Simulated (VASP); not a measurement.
A run of VASP 6.6.1 is set up as follows.

File INCAR:

```
SYSTEM = TiCo
  ALGO = Normal
  EDIFF = 1E-6
  ENCUT = 600
  GGA = PE
  GGA_COMPAT = .FALSE.
  ISIF = 2
  ISMEAR = -1
  ISPIN = 2
  LASPH = .TRUE.
  LCHARG = .FALSE.
  LMAXMIX = 4
  LORBIT = 11
  LREAL = .FALSE.
  LWAVE = .FALSE.
  MAGMOM = 2 1
  NBANDS = 26
  NELM = 200
  NUPDOWN = 3.0
  PREC = Accurate
  SIGMA = 0.05
```

KPOINTS

```
k-points
0
G
  8 8 8
  0 0 0
```

POSCAR

```
TiCo
1.0
    2.9861109900      0.0000000000      0.0000000000
    0.0000000000      2.9861109900      0.0000000000
    0.0000000000      0.0000000000      2.9861109900
Co Ti
1 1
Direct
    0.5000000000      0.5000000000      0.5000000000
    0.0000000000      0.0000000000      0.0000000000
```

Potentials or basis: VASP PAW PBE potentials, release 64 (Co_sv, Ti_sv).

The run is started by

```bash
$ cat potpaw_PBE.64/Co_sv/POTCAR potpaw_PBE.64/Ti_sv/POTCAR > POTCAR
$ mpirun -np 1 vasp_std > vasp.out
```

Problem. Estimate the pressure.

Solution. 10.1 GPa.

Caveat: the total moment is fixed, so each spin has its own Fermi level.
